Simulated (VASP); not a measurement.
Set up this calculation in VASP 6.6.1, as the native input.

```
Task                   : single point
Functional             : PBE
Dispersion             : D3(BJ)
Potentials or basis    : VASP PAW PBE potentials, release 64 (O)
Cutoff                 : 520 eV
k mesh                 : 10 × 10 × 8
Occupations            : gaussian, width 0.02 eV
Spin                   : collinear spin, ferromagnetic start
Starting moments       : [0.61, 0.61] μB
Dipole correction      : no
Further INCAR settings : ALGO = Normal; EDIFF = 1e-06; NBANDS = 17
```

The structure of O lies in POSCAR:

```
O
1.0
    3.0258476814     -1.7578574411     -0.0153259649
    3.0258476814      1.7578574411     -0.0153259649
   -2.5593858563      0.0000000000      3.7706055942
O
2
Direct
    0.0204914646      0.0204914646      0.1471129957
    0.9795085354      0.9795085354      0.8528870043
```

These files were run (other wordings do the same):

INCAR

```
SYSTEM = O
PREC     = Accurate       ! precision mode
ENCUT    = 520            ! plane-wave cutoff, eV
EDIFF    = 1E-6           ! SCF threshold, eV
ISMEAR   = 0              ! smearing method
SIGMA    = 0.02           ! smearing width, eV
LREAL    = .False.        ! projectors in reciprocal space
LASPH    = .True.         ! aspherical terms in the spheres
NELM     = 150            ! most SCF steps
ALGO     = Normal         ! electronic algorithm
ISIF     = 2              ! what is computed and relaxed
LWAVE    = .False.        ! write WAVECAR
LCHARG   = .True.         ! write CHGCAR
ISPIN    = 2              ! spin polarisation
MAGMOM   = 0.61 0.61      ! initial moments
LORBIT   = 11             ! projections on sites
GGA      = PE             ! functional
IVDW     = 12             ! dispersion correction
LELF     = .True.         ! ELF
LVHAR    = .True.       
NBANDS   = 17             ! bands
```

KPOINTS

```
regular mesh
0
Gamma
  10 10 8
  0 0 0
```

Potentials or basis: VASP PAW PBE potentials, release 64 (O).

Run with:

```console
$ cat potpaw_PBE.64/O/POTCAR > POTCAR
$ mpirun -np 1 vasp_std > vasp.out
```

Results of the run:

```yaml
Pressure: 1.7 GPa
Largest_force: 1.157 eV/Å
Band_gap_on_the_k_mesh: 1.56 eV (least direct gap 1.76 eV)
Net_moment: 2.00 μB per cell
Site_moments: O +0.81 μB
Valence_electrons_inside_the_program's_atomic_spheres: O 4.91
Dispersion_energy_per_atom: -0.038 eV
```

Caveat: the standard files for N, O and F lose accuracy on very short bonds; forces of over 1 eV/Å act on the atoms, so gaps and moduli don't describe the material at rest.

It took 2.1 min on 1 thread of Intel(R) Xeon(R) 6975P-C (Granite Rapids), on a shared host, peak memory 0.33 GiB.
